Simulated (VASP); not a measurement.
Set up this calculation in VASP 6.6.1, as the native input.

```
Task                   : relaxation of shape and atoms at fixed volume
Functional             : PBE
Dispersion             : D3(BJ)
Potentials or basis    : VASP PAW PBE potentials, release 64 (Mo_sv, S)
Cutoff                 : 600 eV
k mesh                 : 18 × 18 × 8
Occupations            : gaussian, width 0.1 eV
Spin                   : no spin polarisation
Dipole correction      : no
Further INCAR settings : ALGO = Normal; EDIFF = 1e-06; IBRION = 2; EDIFFG = -0.01; NSW = 50; ISIF = 4
```

The structure of MoS2 lies in POSCAR:

```
MoS2
1.0
    3.0984491016      0.0000000000      0.0000000000
   -1.5492245508      2.6833356343      0.0000000000
    0.0000000000      0.0000000000      5.3646031978
Mo S
1 2
Direct
    0.0000000000      0.0000000000      0.5000000000
    0.3333333333      0.6666666667      0.2108082823
    0.6666666667      0.3333333333      0.7891917177
```

The input as run:

INCAR

```
SYSTEM = MoS2
ALGO = Normal
EDIFF = 1E-6
EDIFFG = -0.01
ENCUT = 600
GGA = PE
IBRION = 2
ISIF = 4
ISMEAR = 0
IVDW = 12
LASPH = .TRUE.
LCHARG = .FALSE.
LREAL = .FALSE.
LWAVE = .FALSE.
NELM = 100
NSW = 50
PREC = Accurate
SIGMA = 0.1
```

KPOINTS

```
k-points
0
G
  18 18 8
  0 0 0
```

Potentials or basis: VASP PAW PBE potentials, release 64 (Mo_sv, S).

The run is started by

```sh
$ cat potpaw_PBE.64/Mo_sv/POTCAR potpaw_PBE.64/S/POTCAR > POTCAR
$ mpirun -np 1 vasp_std > vasp.out
```

Results of the run:

```json
{
 "Energy gained by relaxing": "4.5 meV/atom",
 "Ionic steps": "5",
 "Pressure after relaxing": "10.4 GPa",
 "Largest force after relaxing": "0.007 eV/Å",
 "Band gap on the k mesh": "zero (bands 13 and 14 overlap by 1.65 eV)",
 "Dispersion energy per atom": "-0.516 eV"
}
```

It took 5.6 min on 1 thread of Intel(R) Xeon(R) 6975P-C (Granite Rapids) (shared host), peak memory 0.39 GiB.
